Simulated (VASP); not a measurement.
# Mo (Im-3m) in VASP: notebook

The runs below take Mo through single point, with PBE.

Everything below comes from runs of VASP 6.6.1. Logs are shortened: lines on timing, memory, paths and dates and some standing lists are left out, and cuts for length are marked.

## Step 1: The cell of the first run

It takes space group Im-3m (No. 229, cubic). The conventional cell has a = 3.160 Å, b = 3.160 Å, c = 3.160 Å, α = 90.00°, β = 90.00°, γ = 90.00°. Mo (site symmetry m-3m) has 14 Mo at 2.74 to 3.16 Å within 3.6 Å.

## Step 2: Single point, PBE

Input file INCAR:

```
PREC = Accurate ; ENCUT = 520
EDIFF = 1E-7 ; ISMEAR = 0
SIGMA = 0.15 ; LREAL = F
LASPH = T ; NELM = 80
ALGO = Fast ; ISIF = 2
LWAVE = F ; LCHARG = F
GGA = PE ; NBANDS = 13
```

Input file KPOINTS:

```
regular mesh
0
Gamma
  20 20 20
```

Input file POSCAR:

```
Mo
1.0
   -1.5802194349      1.5802194349      1.5802194349
    1.5802194349     -1.5802194349      1.5802194349
    1.5802194349      1.5802194349     -1.5802194349
Mo
1
Direct
    0.0000000000      0.0000000000      0.0000000000
```

Potentials or basis: VASP PAW PBE potentials, release 64 (Mo_sv).

Launch:

```sh
cat potpaw_PBE.64/Mo_sv/POTCAR > POTCAR
mpirun -np 1 vasp_std > vasp.out
```

OUTCAR:

```text
PREC = Accurate
   ENCUT = 520
   EDIFF = 1E-7
   ISMEAR = 0
   LREAL = F
   LASPH = T
   NELM = 80
   ISIF = 2
   GGA = PE

 ion  position               nearest neighbor table
   1  0.000  0.000  0.000-

  LATTYP: Found a body centered cubic cell.
 ALAT       =     3.1604388698

  Lattice vectors:

 A1 = (  -1.5802194349,   1.5802194349,   1.5802194349)
 A2 = (   1.5802194349,  -1.5802194349,   1.5802194349)
 A3 = (   1.5802194349,   1.5802194349,  -1.5802194349)

Analysis of symmetry for initial positions (statically):
=====================================================================
 Subroutine PRICEL returns:
 Original cell was already a primitive cell.

 Routine SETGRP: Setting up the symmetry group for a
 body centered cubic supercell.

 Subroutine GETGRP returns: Found 48 space group operations
 (whereof 48 operations were pure point group operations)
 out of a pool of 48 trial point group operations.

The static configuration has the point symmetry O_h .

Analysis of symmetry for dynamics (positions and initial velocities):
=====================================================================
 Subroutine PRICEL returns:
 Original cell was already a primitive cell.

 Routine SETGRP: Setting up the symmetry group for a
 body centered cubic supercell.

 Subroutine GETGRP returns: Found 48 space group operations
 (whereof 48 operations were pure point group operations)
 out of a pool of 48 trial point group operations.

The dynamic configuration has the point symmetry O_h .

 Subroutine INISYM returns: Found 48 space group operations
 (whereof 48 operations are pure point group operations),
 and found     1 'primitive' translations

----------------------------------------------------------------------------------------

                                     Primitive cell

  volume of cell :      15.7838

  direct lattice vectors                    reciprocal lattice vectors
    -1.580219435  1.580219435  1.580219435     0.000000000  0.316411752  0.316411752
     1.580219435 -1.580219435  1.580219435     0.316411752  0.000000000  0.316411752
     1.580219435  1.580219435 -1.580219435     0.316411752  0.316411752  0.000000000

  length of vectors
     2.737020348  2.737020348  2.737020348     0.447473791  0.447473791  0.447473791

  position of ions in fractional coordinates (direct lattice)
     0.000000000  0.000000000  0.000000000

  ion indices of the primitive-cell ions
   primitive index   ion index
                 1           1

----------------------------------------------------------------------------------------

 KPOINTS: regular mesh

Automatic generation of k-mesh.
 Grid dimensions read from file:
 generate k-points for:   20   20   20

 Generating k-lattice:

  Cartesian coordinates                     Fractional coordinates (reciprocal lattice)
     0.000000000  0.015820588  0.015820588     0.050000000  0.000000000  0.000000000
     0.015820588  0.000000000  0.015820588     0.000000000  0.050000000  0.000000000
     0.015820588  0.015820588  0.000000000     0.000000000  0.000000000  0.050000000

  Length of vectors
     0.022373690  0.022373690  0.022373690

  Shift w.r.t. Gamma in fractional coordinates (k-lattice)
     0.000000000  0.000000000  0.000000000

 Subroutine IBZKPT returns following result:
 ===========================================

 Found    256 irreducible k-points:

 Following reciprocal coordinates:
            Coordinates               Weight
  0.000000  0.000000  0.000000      1.000000
  0.050000  0.000000  0.000000     12.000000
  0.100000  0.000000  0.000000     12.000000
  0.150000  0.000000  0.000000     12.000000
  0.200000  0.000000  0.000000     12.000000
  0.250000  0.000000  0.000000     12.000000
[... 16 lines left out ...]
  0.200000  0.100000  0.000000     48.000000
  0.250000  0.100000 -0.000000     48.000000
 [... further k-points ...]
   k-points           NKPTS =    256   k-points in BZ     NKDIM =    256   number of bands    NBANDS=     13
   number of dos      NEDOS =    301   number of ions     NIONS =      1
   total plane-waves  NPLWV =   8000
   dimension x,y,z NGX =    20 NGY =   20 NGZ =   20
   dimension x,y,z NGXF=    40 NGYF=   40 NGZF=   40
   ions per type =               1
   NGX,Y,Z   is equivalent  to a cutoff of  12.15, 12.15, 12.15 a.u.
   NGXF,Y,Z  is equivalent  to a cutoff of  24.30, 24.30, 24.30 a.u.
 SYSTEM =  unknown system
   PREC   = accura    normal or accurate (medium, high low for compatibility)
   ISTART =      0    job   : 0-new  1-cont  2-samecut
   ICHARG =      2    charge: 1-file 2-atom 10-const
   ISPIN  =      1    spin polarized calculation?
   LNONCOLLINEAR =      F non collinear calculations
   LSORBIT =      F    spin-orbit coupling
   LASPH  =      T    aspherical Exc in radial PAW
   ENCUT  =  520.0 eV  38.22 Ry    6.18 a.u.   5.09  5.09  5.09*2*pi/ulx,y,z
   NELM   =     80;   NELMIN=  2; NELMDL= -5     # of ELM steps
   EDIFF  = 0.1E-06   stopping-criterion for ELM
   LREAL  =      F    real-space projection
   EDIFFG = 0.1E-05   stopping-criterion for IOM
   NSW    =      0    number of steps for IOM
   IBRION =     -1    ionic relax: 0-MD 1-quasi-New 2-CG
   NFREE  =      0    steps in history (QN), initial steepest desc. (CG)
   ISIF   =      2    stress and relaxation
   ISYM   =      2    0-nonsym 1-usesym 2-fastsym
   POTIM  = 0.5000    time-step for ionic-motion
   TEBEG  =    0.0;   TEEND  =   0.0 temperature during run
   PSTRESS=    0.0 pullay stress
   NELECT =      14.0000    total number of electrons
   NUPDOWN=      -1.0000    fix difference up-down
   EMIN   =  10.00;   EMAX   =-10.00  energy-range for DOS
   EFERMI =   0.00;   METHOD = LEGACY
   ISMEAR =     0;   SIGMA  =   0.15  broadening in eV -4-tet -1-fermi 0-gaus
   EFERMI_NEDOS =   21; number of points for ismear=-14 and -15
   IALGO  =     68    algorithm
   IMIX   =      4    mixing-type and parameters
     AMIX     =   0.40;   BMIX     =  1.00
     AMIX_MAG =   1.60;   BMIX_MAG =  1.00
  volume/ion in A,a.u.               =      15.78       106.51
  Fermi-wavevector in a.u.,A,eV,Ry     =   1.572945  2.972434 33.662922  2.474155
  Thomas-Fermi vector in A             =   2.674303
   LORBIT       =      0    0 simple, 1 ext, 2 COOP (PROOUT), +10 PAW based schemes
   GGA     = PE    functional components
   LHFCALC =     F    Hartree Fock is set to
   AEXX    =    0.0000 exact exchange contribution
   IVDW    =     0    specifies the selected vdW correction
   LEPSILON=     F    determine dielectric tensor
   LRPA    =     F    only Hartree local field effects (RPA)
 non-spin polarized calculation
 RMM-DIIS sequential band-by-band and
 Gauss-broadening in eV      SIGMA  =   0.15
  energy-cutoff  :      520.00
  volume of cell :       15.78
 maximum number of plane-waves:       438
   NGX = 11   NGY = 11   NGZ = 11

 number of electron      14.0000004 magnetization

 Free energy of the ion-electron system (eV)
  ---------------------------------------------------
  ext. energy  EPLUGINS =         0.00000000
  ---------------------------------------------------
  free energy    TOTEN  =       -10.94055457 eV

  energy without entropy =      -10.93382214  energy(sigma->0) =      -10.93718836

 E-fermi :  12.4535     XC(G=0): -13.3364

 val. band max:       12.4317204080   @ k =  -0.2000   0.2000   0.1500
 cond. band min:      12.4584854917   @ k =  -0.2000   0.2000   0.1000
 fundamental gap:      0.0267650837
 Fermi energy:        12.4535438656

 k-point     1 :       0.0000    0.0000    0.0000
  band No.  band energies     occupation
      1     -48.8447      2.00000
      2     -22.1328      2.00000
      3     -22.1328      2.00000
      4     -22.1328      2.00000
      5       5.2344      2.00000
      6      11.0909      2.00000
      7      11.0909      2.00000
      8      11.0909      2.00000
      9      14.0810      0.00000
     10      14.0810      0.00000
     11      27.2557      0.00000
     12      27.2557      0.00000
     13      27.2557      0.00000

 k-point     2 :       0.0500    0.0000    0.0000
  band No.  band energies     occupation
      1     -48.8386      2.00000
      2     -22.1684      2.00000
      3     -22.1438      2.00000
      4     -22.1331      2.00000
      5       5.3446      2.00000
      6      11.0288      2.00000
      7      11.0814      2.00000
      8      11.1936      2.00000
      9      13.9876      0.00000
     10      14.0825      0.00000
     11      27.3390      0.00000
     12      27.4408      0.00000
     13      27.4731      0.00000

 k-point     3 :       0.1000    0.0000    0.0000
  band No.  band energies     occupation
      1     -48.8209      2.00000
      2     -22.2709      2.00000
      3     -22.1756      2.00000
      4     -22.1338      2.00000
      5       5.6626      2.00000
      6      10.8537      2.00000
      7      11.0409      2.00000
      8      11.4980      2.00000
      9      13.7682      0.00000
     10      14.0904      0.00000
     11      27.5481      0.00000
     12      27.9834      0.00000
     13      28.0337      0.00000

 k-point     4 :       0.1500    0.0000    0.0000
  band No.  band energies     occupation
      1     -48.7931      2.00000
      2     -22.4283      2.00000
      3     -22.2247      2.00000
      4     -22.1350      2.00000
      5       6.1462      2.00000
      6      10.5949      2.00000
      7      10.9505      2.00000
      8      11.9939      1.99999
      9      13.5617      0.00000
     10      14.1132      0.00000
     11      27.7440      0.00000
     12      28.6667      0.00000
     13      28.8489      0.00000

 k-point     5 :       0.2000    0.0000    0.0000
  band No.  band energies     occupation
      1     -48.7580      2.00000
      2     -22.6231      2.00000
      3     -22.2861      2.00000
      4     -22.1365      2.00000
      5       6.7089      2.00000
      6      10.2896      2.00000
      7      10.8469      2.00000
      8      12.6629      0.04845
      9      13.4843      0.00000
     10      14.1607      0.00000
     11      27.6849      0.00000
     12      28.9404      0.00000
     13      29.9904      0.00000

 k-point     6 :       0.2500    0.0000    0.0000
  band No.  band energies     occupation
      1     -48.7188      2.00000
      2     -22.8345      2.00000
      3     -22.3534      2.00000
      4     -22.1381      2.00000
      5       7.1969      2.00000
      6       9.9742      2.00000
      7      10.8880      2.00000
      8      13.4764      0.00000
      9      13.5578      0.00000
     10      14.2392      0.00000
     11      27.2090      0.00000
     12      28.5116      0.00000
     13      31.3544      0.00000

 k-point     7 :       0.3000    0.0000    0.0000
  band No.  band energies     occupation
      1     -48.6793      2.00000
      2     -23.0417      2.00000
      3     -22.4199      2.00000
      4     -22.1398      2.00000
      5       7.4404      2.00000
      6       9.6794      2.00000
      7      11.2706      2.00000
      8      13.7342      0.00000
      9      14.3476      0.00000
     10      14.3913      0.00000
     11      26.4502      0.00000
     12      27.5111      0.00000
     13      32.8809      0.00000
[... 193 lines left out ...]
 k-point    20 :       0.4500    0.0500    0.0000
  band No.  band energies     occupation
      1     -48.5901      2.00000
      2     -23.4724      2.00000
      3     -22.5734      2.00000
      4     -22.1576      2.00000
      5       7.2574      2.00000
      6       9.1148      2.00000
      7      13.4870      0.00000
      8      14.0905      0.00000
      9      14.9812      0.00000
     10      17.2552      0.00000
     11      23.9428      0.00000
     12      24.5638      0.00000
     13      29.5982      0.00000

 k-point    21 :       0.1000    0.1000    0.0000
  band No.  band energies     occupation
      1     -48.7775      2.00000
      2     -22.5127      2.00000
      3     -22.2242      2.00000
      4     -22.1670      2.00000
      5       6.4263      2.00000
      6      10.5749      2.00000
      7      10.6942      2.00000
      8      12.3793      1.51634
      9      13.3735      0.00000
     10      14.2339      0.00000
     11      28.0975      0.00000
     12      28.7525      0.00000
     13      29.0839      0.00000

 k-point    22 :       0.1500    0.1000    0.0000
  band No.  band energies     occupation
      1     -48.7440      2.00000
      2     -22.6867      2.00000
      3     -22.2837      2.00000
      4     -22.1775      2.00000
      5       6.9798      2.00000
      6      10.3102      2.00000
      7      10.5192      2.00000
      8      13.0992      0.00000
      9      13.2704      0.00000
     10      14.3536      0.00000
     11      28.1635      0.00000
     12      28.7788      0.00000
     13      29.7739      0.00000

 k-point    23 :       0.2000    0.1000    0.0000
  band No.  band energies     occupation
      1     -48.7067      2.00000
      2     -22.8731      2.00000
      3     -22.3584      2.00000
      4     -22.1830      2.00000
      5       7.4821      2.00000
      6      10.0020      2.00000
      7      10.4988      2.00000
      8      13.2988      0.00000
      9      13.9803      0.00000
     10      14.4840      0.00000
     11      27.5529      0.00000
     12      28.4302      0.00000
     13      30.7351      0.00000

 k-point    24 :       0.2500    0.1000   -0.0000
  band No.  band energies     occupation
      1     -48.6691      2.00000
      2     -23.0549      2.00000
      3     -22.4354      2.00000
      4     -22.1867      2.00000
      5       7.7451      2.00000
      6       9.7187      2.00000
      7      10.7871      2.00000
      8      13.4714      0.00000
      9      14.5700      0.00000
     10      14.9926      0.00000
     11      26.6541      0.00000
     12      27.6058      0.00000
     13      31.8723      0.00000

 [... further k-points ...]
[... 5 lines left out ...]
  --------------------------------------------------------------------------------------
  -------------------------------------------------------------------------------------
  Total        0.0651271      0.0651271      0.0651271      0.0000000      0.0000000      0.0000000
  in kB        6.6108905      6.6108905      6.6108905      0.0000000      0.0000000      0.0000000
  external PRESSURE =       6.6108905 kB  Pullay stress =       0.0000000 kB

 VOLUME and BASIS-vectors are now :
 -----------------------------------------------------------------------------
  energy-cutoff  :      520.00
  volume of cell :       15.78
      direct lattice vectors                 reciprocal lattice vectors
    -1.580219435  1.580219435  1.580219435     0.000000000  0.316411752  0.316411752
     1.580219435 -1.580219435  1.580219435     0.316411752  0.000000000  0.316411752
     1.580219435  1.580219435 -1.580219435     0.316411752  0.316411752  0.000000000

 POSITION                                       TOTAL-FORCE (eV/Angst)
 -----------------------------------------------------------------------------------
      0.00000      0.00000      0.00000        -0.000000      0.000000     -0.000000
 -----------------------------------------------------------------------------------
    total drift:                                0.000000     -0.000000      0.000000

  FREE ENERGIE OF THE ION-ELECTRON SYSTEM (eV)
  ---------------------------------------------------
  free  energy   TOTEN  =       -10.9405545747 eV

  energy  without entropy=      -10.9338221379  energy(sigma->0) =      -10.93718836
```

Wall time 36 s (1 thread of AMD EPYC 7R13 (Zen 3), shared host); peak memory 0.13 GiB.

Results:

* Free energy: -10.9406 eV
* Pressure: 0.7 GPa
* Band gap on the k mesh: zero (band 7 reaches 16.36 eV, above the bottom of band 8 at 11.09 eV)

## Step 3: Single point, PBE

Input file INCAR:

```
ALGO = Normal ; EDIFF = 1E-7
ENCUT = 520 ; GGA = PE
ISIF = 2 ; ISMEAR = 0
LASPH = True ; LCHARG = False
LREAL = False ; LWAVE = False
NBANDS = 13 ; NELM = 80
PREC = Accurate ; SIGMA = 0.15
```

Input file KPOINTS:

```
k-points
0
Gamma
  22 22 22
```

POSCAR is that of step 2.

Potentials or basis: VASP PAW PBE potentials, release 64 (Mo_sv).

Launch:

```sh
cat potpaw_PBE.64/Mo_sv/POTCAR > POTCAR
mpirun -np 1 vasp_std > vasp.out
```

Run time: 37 s. Hardware: 1 thread of AMD EPYC 7R13 (Zen 3), shared host; peak memory 0.14 GiB.

The run converged. Its results:

```
Free energy            : -10.9378 eV
Pressure               : 0.6 GPa
Band gap on the k mesh : zero (band 7 reaches 16.36 eV, above the bottom of band 8 at 11.09 eV)
```

Levels at points of the mesh, in eV from the Fermi level:
```csv
k point,band 3,band 4,band 5,band 6,band 7,band 8,band 9,band 10,band 11,band 12
"(0.00, 0.00, 0.00)",-34.55,-34.55,-7.19,-1.33,-1.33,-1.33,1.66,1.66,14.83,14.83
"(0.50, 0.00, 0.00)",-34.99,-34.57,-5.25,-3.34,1.60,1.68,2.30,4.69,11.51,11.95
"(0.50, 0.50, 0.50)",-35.49,-35.49,-5.35,-5.35,3.94,3.94,3.94,9.00,9.00,9.00
```

## Step 4: Single point, PBE

This run uses another cell than the first one, of 15.51 Å³/atom, 0.983 times its volume.

Input file INCAR:

```
SYSTEM = Mo
ALGO = Normal ; EDIFF = 1E-6
ENCUT = 500 ; GGA = PE
GGA_COMPAT = .FALSE. ; ISIF = 2
ISMEAR = 0 ; LASPH = .TRUE.
LCHARG = .FALSE. ; LREAL = .FALSE.
LWAVE = .FALSE. ; NBANDS = 13
NELM = 120 ; PREC = Accurate
SIGMA = 0.1
```

Input file KPOINTS:

```
k-points
0
G
  8 8 8
  0 0 0
```

Input file POSCAR:

```
Mo
1.0
   -1.5710000000      1.5710000000      1.5710000000
    1.5710000000     -1.5710000000      1.5710000000
    1.5710000000      1.5710000000     -1.5710000000
Mo
1
Direct
    0.0000000000      0.0000000000      0.0000000000
```

Launch:

```sh
cat potpaw_PBE.64/Mo_sv/POTCAR > POTCAR
mpirun -np 1 vasp_std > vasp.out
```

Wall time 10 s (1 thread of Intel Xeon 8259CL, shared host); peak memory 0.12 GiB.

The run converged. Its results:

```yaml
Free_energy: -10.9089 eV
Pressure: 5.9 GPa
Band_gap_on_the_k_mesh: zero (band 7 reaches 16.74 eV, above the bottom of band 8 at 11.34 eV)
```

Levels at points of the mesh, in eV from the Fermi level:
```
           k point  band 4  band 5  band 6  band 7  band 8  band 9  band 10  band 11
(0.00, 0.00, 0.00)  -34.41   -7.14   -1.26   -1.26   -1.26    1.79     1.79    14.96
(0.50, 0.00, 0.00)  -34.43   -5.25   -3.32    1.78    1.83    2.46     4.91    11.89
(0.50, 0.50, 0.50)  -35.40   -5.38   -5.38    4.14    4.14    4.14     9.25     9.25
```

## Step 5: Single point, PBE

Input file INCAR:

```
SYSTEM = Mo
  PREC = Accurate
  ENCUT = 500
  EDIFF = 1E-6
  ISMEAR = 0
  SIGMA = 0.1
  LREAL = .FALSE.
  LASPH = .TRUE.
  NELM = 120
  ALGO = Normal
  ISIF = 2
  LWAVE = .FALSE.
  LCHARG = .FALSE.
  GGA = PE
  NBANDS = 13
  GGA_COMPAT = .FALSE.
```

Input file KPOINTS:

```
Automatic mesh
0
G
  18 18 18
  0 0 0
```

Input file POSCAR:

```
Mo
1.0
   -1.5802194349      1.5802194349      1.5802194349
    1.5802194349     -1.5802194349      1.5802194349
    1.5802194349      1.5802194349     -1.5802194349
Mo
1
Direct
    0.0000000000      0.0000000000      0.0000000000
```

Launch:

```sh
cat potpaw_PBE.64/Mo_sv/POTCAR > POTCAR
mpirun -np 1 vasp_std > vasp.out
```

It took 37 s on 1 thread of Intel Xeon 8259CL, shared host; peak memory 0.15 GiB.

The run converged. Its results:

```yaml
Free_energy: -10.9349 eV
Pressure: 0.5 GPa
Band_gap_on_the_k_mesh: zero (band 7 reaches 16.36 eV, above the bottom of band 8 at 11.09 eV)
```

Levels at points of the mesh, in eV from the Fermi level:
```csv
k point,band 5,band 6,band 7,band 8,band 9,band 10
"(0.00, 0.00, 0.00)",-7.22,-1.36,-1.36,-1.36,1.63,1.63
"(0.50, 0.00, 0.00)",-5.28,-3.37,1.57,1.65,2.27,4.66
"(0.50, 0.50, 0.50)",-5.38,-5.38,3.91,3.91,3.91,8.97
```

## Step 6: The runs side by side

```tsv
cell	k mesh	cutoff (eV)	smearing	gap on the mesh (eV)	pressure (GPa)
a = 2.737 Å, angles 109.5°, 1 atom	20 × 20 × 20	520	gaussian 0.15 eV	none	0.7
a = 2.737 Å, angles 109.5°, 1 atom	22 × 22 × 22	520	gaussian 0.15 eV	none	0.6
a = 2.721 Å, angles 109.5°, 1 atom	8 × 8 × 8	500	gaussian 0.1 eV	none	5.9
a = 2.737 Å, angles 109.5°, 1 atom	18 × 18 × 18	500	gaussian 0.1 eV	none	0.5
```

Alike in all rows: task single point; level PBE; potentials or basis VASP PAW PBE potentials, release 64 (Mo_sv); no spin polarisation.

Every run on the cell as given and a fine mesh finds a metal.

Absolute energies hang on the potentials; compare differences alone.
